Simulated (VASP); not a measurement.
# Co (P-3m1) in VASP: further runs

Co is run at these levels: PBEsol; tasks: single point.

Program: VASP 6.6.1. These are calculated values, not measurements. Logs are shortened: lines on timing, memory, paths and dates and some standing lists are left out, and cuts for length are marked.

### Step 1. The cell of the first run

It takes space group P-3m1 (No. 164, trigonal). Conventional cell: a = 2.447 Å, b = 2.447 Å, c = 4.198 Å, α = 90.00°, β = 90.00°, γ = 120.00°. Co (site symmetry 3m) has 12 Co at 2.45 to 2.60 Å within 3.2 Å.

### Step 2. Single point, PBEsol, collinear spin, ferromagnetic start

INCAR

```
ALGO     = Fast           # electronic algorithm
EDIFF    = 1E-6           # SCF threshold, eV
ENCUT    = 520            # plane-wave cutoff, eV
GGA      = PS             # functional
ISIF     = 2              # what is computed and relaxed
ISMEAR   = 0              # smearing method
ISPIN    = 2              # spin polarisation
LASPH    = True           # aspherical terms in the spheres
LCHARG   = True           # write CHGCAR
LELF     = True           # ELF
LMAXMIX  = 4              # l up to which the mixer works
LORBIT   = 11             # projections on sites
LREAL    = False          # projectors in reciprocal space
LVHAR    = True         
LWAVE    = False          # write WAVECAR
MAGMOM   = 1.91 1.91      # initial moments
NBANDS   = 20             # bands
NELM     = 150            # most SCF steps
PREC     = Accurate       # precision mode
SIGMA    = 0.15           # smearing width, eV
```

KPOINTS

```
k-points
0
Gamma
  24 24 14
```

POSCAR

```
Co
1.0
    2.4472390688      0.0000000000      0.0000000000
   -1.2236195344      2.1193712027      0.0000000000
    0.0000000000      0.0000000000      4.1976281693
Co
2
Direct
    0.6666666667      0.3333333333      0.2598610000
    0.3333333333      0.6666666667      0.7401390000
```

Potentials or basis: VASP PAW PBE potentials, release 64 (Co).

Command:

```bash
> cat potpaw_PBE.64/Co/POTCAR > POTCAR
> mpirun -np 1 vasp_std > vasp.out
```

OUTCAR:

```text
EDIFF = 1E-6
   ENCUT = 520
   GGA = PS
   ISIF = 2
   ISMEAR = 0
   ISPIN = 2
   LASPH = True
   LORBIT = 11
   LREAL = False
   NELM = 150
   PREC = Accurate

 ion  position               nearest neighbor table
   1  0.667  0.333  0.260-   2 2.46   2 2.46   2 2.46   2 2.60   2 2.60   2 2.60
   2  0.333  0.667  0.740-   1 2.46   1 2.46   1 2.46   1 2.60   1 2.60   1 2.60

  LATTYP: Found a hexagonal cell.
 ALAT       =     2.4472390688
 C/A-ratio  =     1.7152505543

  Lattice vectors:

 A1 = (   2.4472390688,   0.0000000000,   0.0000000000)
 A2 = (  -1.2236195344,   2.1193712027,   0.0000000000)
 A3 = (   0.0000000000,   0.0000000000,   4.1976281693)

Analysis of symmetry for initial positions (statically):
=====================================================================
 Subroutine PRICEL returns:
 Original cell was already a primitive cell.

 Routine SETGRP: Setting up the symmetry group for a
 hexagonal supercell.

 Subroutine GETGRP returns: Found 12 space group operations
 (whereof 12 operations were pure point group operations)
 out of a pool of 24 trial point group operations.

The static configuration has the point symmetry D_3d.

Analysis of symmetry for dynamics (positions and initial velocities):
=====================================================================
 Subroutine PRICEL returns:
 Original cell was already a primitive cell.

 Routine SETGRP: Setting up the symmetry group for a
 hexagonal supercell.

 Subroutine GETGRP returns: Found 12 space group operations
 (whereof 12 operations were pure point group operations)
 out of a pool of 24 trial point group operations.

The dynamic configuration has the point symmetry D_3d.

Analysis of structural, dynamic, and magnetic symmetry:
=====================================================================
 Subroutine PRICEL returns:
 Original cell was already a primitive cell.

 Routine SETGRP: Setting up the symmetry group for a
 hexagonal supercell.

 Subroutine GETGRP returns: Found 12 space group operations
 (whereof 12 operations were pure point group operations)
 out of a pool of 24 trial point group operations.

The overall configuration has the point symmetry D_3d.

 Subroutine INISYM returns: Found 12 space group operations
 (whereof 12 operations are pure point group operations),
 and found     1 'primitive' translations

----------------------------------------------------------------------------------------

                                     Primitive cell

  volume of cell :      21.7715

  direct lattice vectors                    reciprocal lattice vectors
     2.447239069  0.000000000  0.000000000     0.408623748  0.235919031  0.000000000
    -1.223619534  2.119371203  0.000000000     0.000000000  0.471838062  0.000000000
     0.000000000  0.000000000  4.197628169     0.000000000  0.000000000  0.238229772

  length of vectors
     2.447239069  2.447239069  4.197628169     0.471838062  0.471838062  0.238229772

  position of ions in fractional coordinates (direct lattice)
     0.666666667  0.333333333  0.259861000
     0.333333333  0.666666667  0.740139000

  ion indices of the primitive-cell ions
   primitive index   ion index
                 1           1
                 2           2

----------------------------------------------------------------------------------------

 KPOINTS: k-points

Automatic generation of k-mesh.
 Grid dimensions read from file:
 generate k-points for:   24   24   14

 Generating k-lattice:

  Cartesian coordinates                     Fractional coordinates (reciprocal lattice)
     0.017025989  0.009829960  0.000000000     0.041666667  0.000000000  0.000000000
     0.000000000  0.019659919  0.000000000     0.000000000  0.041666667  0.000000000
     0.000000000  0.000000000  0.017016412     0.000000000  0.000000000  0.071428571

  Length of vectors
     0.019659919  0.019659919  0.017016412

  Shift w.r.t. Gamma in fractional coordinates (k-lattice)
     0.000000000  0.000000000  0.000000000

 Subroutine IBZKPT returns following result:
 ===========================================

 Found    776 irreducible k-points:

 Following reciprocal coordinates:
            Coordinates               Weight
  0.000000  0.000000  0.000000      1.000000
  0.041667  0.000000  0.000000      6.000000
  0.083333  0.000000  0.000000      6.000000
  0.125000  0.000000  0.000000      6.000000
  0.166667  0.000000  0.000000      6.000000
  0.208333  0.000000  0.000000      6.000000
[... 16 lines left out ...]
  0.416667  0.041667  0.000000     12.000000
  0.458333  0.041667  0.000000     12.000000
 [... further k-points ...]
   k-points           NKPTS =    776   k-points in BZ     NKDIM =    776   number of bands    NBANDS=     20
   number of dos      NEDOS =    301   number of ions     NIONS =      2
   total plane-waves  NPLWV =  10368
   dimension x,y,z NGX =    18 NGY =   18 NGZ =   32
   dimension x,y,z NGXF=    36 NGYF=   36 NGZF=   64
   ions per type =               2
   NGX,Y,Z   is equivalent  to a cutoff of  12.23, 12.23, 12.67 a.u.
   NGXF,Y,Z  is equivalent  to a cutoff of  24.46, 24.46, 25.35 a.u.
 SYSTEM =  unknown system
   PREC   = accura    normal or accurate (medium, high low for compatibility)
   ISTART =      0    job   : 0-new  1-cont  2-samecut
   ICHARG =      2    charge: 1-file 2-atom 10-const
   ISPIN  =      2    spin polarized calculation?
   LNONCOLLINEAR =      F non collinear calculations
   LSORBIT =      F    spin-orbit coupling
   LASPH  =      T    aspherical Exc in radial PAW
   ENCUT  =  520.0 eV  38.22 Ry    6.18 a.u.   4.55  4.55  7.80*2*pi/ulx,y,z
   NELM   =    150;   NELMIN=  2; NELMDL= -5     # of ELM steps
   EDIFF  = 0.1E-05   stopping-criterion for ELM
   LREAL  =      F    real-space projection
[... 7 lines left out ...]
   TEBEG  =    0.0;   TEEND  =   0.0 temperature during run
   PSTRESS=    0.0 pullay stress
   NELECT =      18.0000    total number of electrons
   NUPDOWN=      -1.0000    fix difference up-down
   EMIN   =  10.00;   EMAX   =-10.00  energy-range for DOS
   EFERMI =   0.00;   METHOD = LEGACY
   ISMEAR =     0;   SIGMA  =   0.15  broadening in eV -4-tet -1-fermi 0-gaus
   EFERMI_NEDOS =   21; number of points for ismear=-14 and -15
   IALGO  =     68    algorithm
   IMIX   =      4    mixing-type and parameters
     AMIX     =   0.40;   BMIX     =  1.00
     AMIX_MAG =   1.60;   BMIX_MAG =  1.00
  volume/ion in A,a.u.               =      10.89        73.46
  Fermi-wavevector in a.u.,A,eV,Ry     =   1.536514  2.903591 32.121660  2.360875
  Thomas-Fermi vector in A             =   2.643152
   LORBIT       =     11    0 simple, 1 ext, 2 COOP (PROOUT), +10 PAW based schemes
   GGA     = PS    functional components
   LHFCALC =     F    Hartree Fock is set to
   AEXX    =    0.0000 exact exchange contribution
   IVDW    =     0    specifies the selected vdW correction
   LEPSILON=     F    determine dielectric tensor
   LRPA    =     F    only Hartree local field effects (RPA)
 spin polarized calculation
 RMM-DIIS sequential band-by-band and
 Gauss-broadening in eV      SIGMA  =   0.15
  energy-cutoff  :      520.00
  volume of cell :       21.77
 maximum number of plane-waves:       608
   NGX =  9   NGY =  9   NGZ = 15

 number of electron      17.9999992 magnetization       3.2501402

 Free energy of the ion-electron system (eV)
  ---------------------------------------------------
  ext. energy  EPLUGINS =         0.00000000
  ---------------------------------------------------
  free energy    TOTEN  =       -15.38596570 eV

  energy without entropy =      -15.36535214  energy(sigma->0) =      -15.37565892

 E-fermi :  10.0713     XC(G=0): -13.5532

 val. band max:       10.0700898550   @ k =  -0.0417   0.2500   0.1429
 cond. band min:      10.0714810851   @ k =   0.4167   0.0000   0.5000
 fundamental gap:      0.0013912302
 Fermi energy:        10.0712853131

 spin component 1

 k-point     1 :       0.0000    0.0000    0.0000
  band No.  band energies     occupation
      1       1.0672      1.00000
      2       4.7958      1.00000
      3       7.1448      1.00000
      4       7.4664      1.00000
      5       7.4664      1.00000
      6       7.7189      1.00000
[... 12 lines left out ...]
     19      36.9966      0.00000
     20      36.9966      0.00000

 k-point     2 :       0.0417    0.0000    0.0000
  band No.  band energies     occupation
      1       1.1309      1.00000
      2       4.8386      1.00000
      3       7.1382      1.00000
      4       7.4657      1.00000
      5       7.4967      1.00000
      6       7.7010      1.00000
[... 498 lines left out ...]
 k-point    24 :       0.4583    0.0417    0.0000
  band No.  band energies     occupation
      1       5.2417      1.00000
      2       5.3331      1.00000
      3       5.5418      1.00000
      4       7.3304      1.00000
      5       7.4587      1.00000
      6       7.6194      1.00000
[... 12 lines left out ...]
     19      33.2487      0.00000
     20      34.6172      0.00000

 [... further k-points ...]

 spin component 2

 k-point     1 :       0.0000    0.0000    0.0000
  band No.  band energies     occupation
      1       1.1370      1.00000
      2       5.7013      1.00000
      3       8.6763      1.00000
      4       9.0848      1.00000
      5       9.0848      1.00000
      6       9.3556      1.00000
[... 12 lines left out ...]
     19      37.3308      0.00000
     20      37.3308      0.00000

 k-point     2 :       0.0417    0.0000    0.0000
  band No.  band energies     occupation
      1       1.2009      1.00000
      2       5.7493      1.00000
      3       8.6642      1.00000
      4       9.0792      1.00000
      5       9.1179      1.00000
      6       9.2097      1.00000
[... 498 lines left out ...]
 k-point    24 :       0.4583    0.0417    0.0000
  band No.  band energies     occupation
      1       6.2030      1.00000
      2       6.4843      1.00000
      3       6.7857      1.00000
      4       8.4018      1.00000
      5       8.8520      1.00000
      6       9.1520      1.00000
[... 12 lines left out ...]
     19      33.6996      0.00000
     20      34.9595      0.00000

 [... further k-points ...]
[... 5 lines left out ...]
  --------------------------------------------------------------------------------------
  -------------------------------------------------------------------------------------
  Total       -0.5588785     -0.5588785     -2.6656172      0.0000000      0.0000000      0.0000000
  in kB      -41.1282811    -41.1282811   -196.1647551      0.0000000      0.0000000      0.0000000
  external PRESSURE =     -92.8071058 kB  Pullay stress =       0.0000000 kB

 VOLUME and BASIS-vectors are now :
 -----------------------------------------------------------------------------
  energy-cutoff  :      520.00
  volume of cell :       21.77
      direct lattice vectors                 reciprocal lattice vectors
     2.447239069  0.000000000  0.000000000     0.408623748  0.235919031  0.000000000
    -1.223619534  2.119371203  0.000000000     0.000000000  0.471838062  0.000000000
     0.000000000  0.000000000  4.197628169     0.000000000  0.000000000  0.238229772

 POSITION                                       TOTAL-FORCE (eV/Angst)
 -----------------------------------------------------------------------------------
      1.22362      0.70646      1.09080         0.000000      0.000000     -0.314197
     -0.00000      1.41291      3.10683        -0.000000      0.000000      0.314197
 -----------------------------------------------------------------------------------
    total drift:                                0.000000     -0.000000     -0.000000

  FREE ENERGIE OF THE ION-ELECTRON SYSTEM (eV)
  ---------------------------------------------------
  free  energy   TOTEN  =       -15.3859656976 eV

  energy  without entropy=      -15.3653521398  energy(sigma->0) =      -15.37565892

 total charge

# of ion       s       p       d       tot
------------------------------------------
    1        0.491   0.526   7.257   8.274
    2        0.491   0.526   7.257   8.274
--------------------------------------------------
tot          0.982   1.051  14.515  16.549

 magnetization (x)

# of ion       s       p       d       tot
------------------------------------------
    1       -0.013  -0.049   1.700   1.638
    2       -0.013  -0.049   1.700   1.638
--------------------------------------------------
tot         -0.027  -0.097   3.401   3.277
```

Wall time 9.1 min (1 thread of AMD EPYC 9R45 (Zen 5), shared host); peak memory 0.48 GiB.

Results:

* Free energy: -15.3860 eV
* Pressure: -9.3 GPa
* Largest force: 0.314 eV/Å
* Net moment: 3.25 μB per cell
* Site moments: Co +1.64 μB
* Valence electrons inside the program's atomic spheres: Co 8.27

Forces on the atoms (eV/Å):
```
Co   0.000  0.000 -0.314
Co   0.000  0.000  0.314
```

Stress tensor (GPa, compression positive):
```
 -4.11   0.00   0.00
  0.00  -4.11   0.00
  0.00   0.00 -19.62
```

Caveat: the PAW data sets were made with another functional, which shifts forces and pressure a little.

### Step 3. Single point, PBEsol, collinear spin, ferromagnetic start

This run uses another cell than the first one, of the same volume but with other edges.

INCAR

```
PREC = Accurate
ENCUT = 520
EDIFF = 1E-6
ISMEAR = 0
SIGMA = 0.15
LREAL = False
LASPH = True
NELM = 150
ALGO = Normal
ISIF = 2
LWAVE = False
LCHARG = True
ISPIN = 2
MAGMOM = 1.91 1.91
LORBIT = 11
LMAXMIX = 4
GGA = PS
LELF = True
LVHAR = True
NBANDS = 20
```

KPOINTS

```
regular mesh
0
Gamma
  24 24 14
```

POSCAR

```
Co
1.0
    2.2790737528      0.0000000000      0.0000000000
   -1.1395368764      1.9737357670      0.0000000000
    0.0000000000      0.0000000000      4.8399402602
Co
2
Direct
    0.6666666667      0.3333333333      0.2598610000
    0.3333333333      0.6666666667      0.7401390000
```

Potentials or basis: VASP PAW PBE potentials, release 64 (Co).

Command:

```bash
> cat potpaw_PBE.64/Co/POTCAR > POTCAR
> mpirun -np 1 vasp_std > vasp.out
```

Wall time 13 min (1 thread of Intel Xeon Platinum 8375C at 2.90GHz (Ice Lake), shared host); peak memory 0.53 GiB.

It converged, with:

| Item | Value |
| --- | --- |
| Free energy | -14.5450 eV |
| Pressure | 9.2 GPa |
| Largest force | 0.093 eV/Å |
| Net moment | 3.27 μB per cell |
| Site moments | Co +1.63 μB |
| Valence electrons inside the program's atomic spheres | Co 8.39 |

Forces in eV/Å, atoms in the order of the input:
```
Co   0.000  0.000 -0.093
Co   0.000  0.000  0.093
```

Stress tensor (GPa, compression positive):
```
 32.26   0.00   0.00
  0.00  32.26   0.00
  0.00   0.00 -36.86
```

Levels at points of the mesh, in eV from the Fermi level:
Spin up:
| k point | band 7 | band 8 | band 9 | band 10 | band 11 | band 12 | band 13 | band 14 |
| --- | --- | --- | --- | --- | --- | --- | --- | --- |
| (0.00, 0.00, 0.00) | -2.65 | -2.59 | -1.34 | -1.34 | -1.00 | -1.00 | 2.52 | 16.00 |
| (0.50, 0.00, 0.00) | -1.83 | -1.24 | -0.03 | -0.01 | 1.70 | 3.79 | 8.32 | 9.45 |
| (0.00, 0.00, 0.50) | -2.69 | -2.69 | -1.20 | -1.20 | -1.11 | -1.11 | 7.79 | 9.08 |
| (0.50, 0.00, 0.50) | -1.40 | -1.28 | -0.02 | -0.01 | 1.76 | 2.00 | 7.94 | 8.18 |
Spin down:
| k point | band 4 | band 5 | band 6 | band 7 | band 8 | band 9 | band 10 | band 11 |
| --- | --- | --- | --- | --- | --- | --- | --- | --- |
| (0.00, 0.00, 0.00) | -2.50 | -1.21 | -1.21 | -1.10 | -1.10 | 0.67 | 0.67 | 1.05 |
| (0.50, 0.00, 0.00) | -2.06 | -1.17 | -0.79 | -0.17 | 0.79 | 1.73 | 1.76 | 2.52 |
| (0.00, 0.00, 0.50) | -2.75 | -1.18 | -1.18 | -1.16 | -1.16 | 0.83 | 0.83 | 0.93 |
| (0.50, 0.00, 0.50) | -2.97 | 0.14 | 0.17 | 0.32 | 0.40 | 1.74 | 1.75 | 2.04 |

Caveat: the PAW data sets were made with another functional, which shifts forces and pressure a little.
